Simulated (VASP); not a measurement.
A run of VASP 6.6.1 is set up as follows.

INCAR

```
SYSTEM = AlN
  PREC = Accurate
  ENCUT = 520
  EDIFF = 1E-6
  ISMEAR = 0
  SIGMA = 0.05
  LREAL = .False.
  LASPH = .True.
  NELM = 60
  ALGO = Normal
  ISIF = 2
  LWAVE = .False.
  LCHARG = .True.
  GGA = CA
  LELF = .True.
  LVHAR = .True.
  NBANDS = 26
```

The input KPOINTS:

```
regular mesh
0
Gamma
  8 6 4
  0 0 0
```

File POSCAR:

```
AlN
1.0
   -1.6378403119      2.8368226349      0.0000000000
    0.0000000000      0.0000000000      4.1006264518
    4.9135209358      2.8368226349      0.0000000000
Al N
4 4
Direct
    0.5567820924      0.7500000000      0.1098845743
    1.0000000000      0.7500000000      0.6666666667
    0.0000000000      0.2500000000      0.3333333333
    0.5000000000      0.2500000000      0.8333333333
    0.5000000000      0.2500000000      0.1666666667
    1.0000000000      0.2500000000      0.6666666667
    0.0000000000      0.7500000000      0.3333333333
    0.5000000000      0.7500000000      0.8333333333
```

Potentials or basis: VASP PAW LDA potentials, release 64 (Al, N).

Command:

```console
$ cat potpaw_LDA.64/Al/POTCAR potpaw_LDA.64/N/POTCAR > POTCAR
$ mpirun -np 1 vasp_std > vasp.out
```

Q: Estimate the pressure.

A: 7.6 GPa.

Q: Predict the largest force.

A: 11.977 eV/Å.

Q: What does it give for the band gap on the k mesh?

A: 2.90 eV, direct.

Stress tensor (GPa, compression positive):
```
13.72 12.93  0.00
12.93  8.14  0.00
 0.00  0.00  0.88
```

Caveat: the cell differs from its parent crystal (atom 1 (Al) moved by -0.372 Å along [1 0 0] and +0.000 Å along [1 2 0]); forces of over 1 eV/Å act on the atoms, so gaps and moduli don't describe the material at rest. A k mesh can miss the band edges.
